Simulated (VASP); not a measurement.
A run of VASP 6.6.1 is set up as follows.

Contents of INCAR:

```
PREC = Accurate
ENCUT = 520
EDIFF = 1E-7
ISMEAR = -1
SIGMA = 0.1
LREAL = F
LASPH = T
NELM = 60
ALGO = Normal
ISIF = 2
LWAVE = F
LCHARG = F
GGA = PE
NBANDS = 12
```

Contents of KPOINTS:

```
regular mesh
0
Gamma
  13 13 13
```

Contents of POSCAR:

```
Au
1.0
    0.0000000000      2.0782552709      2.0782552709
    2.0782552709      0.0000000000      2.0782552709
    2.0782552709      2.0782552709      0.0000000000
Au
1
Direct
    0.0000000000      0.0000000000      0.0000000000
```

Potentials or basis: VASP PAW PBE potentials, release 64 (Au).

The run is started by

```console
$ cat potpaw_PBE.64/Au/POTCAR > POTCAR
$ mpirun -np 1 vasp_std > vasp.out
```

Q: Estimate the pressure.

A: -0.2 GPa.
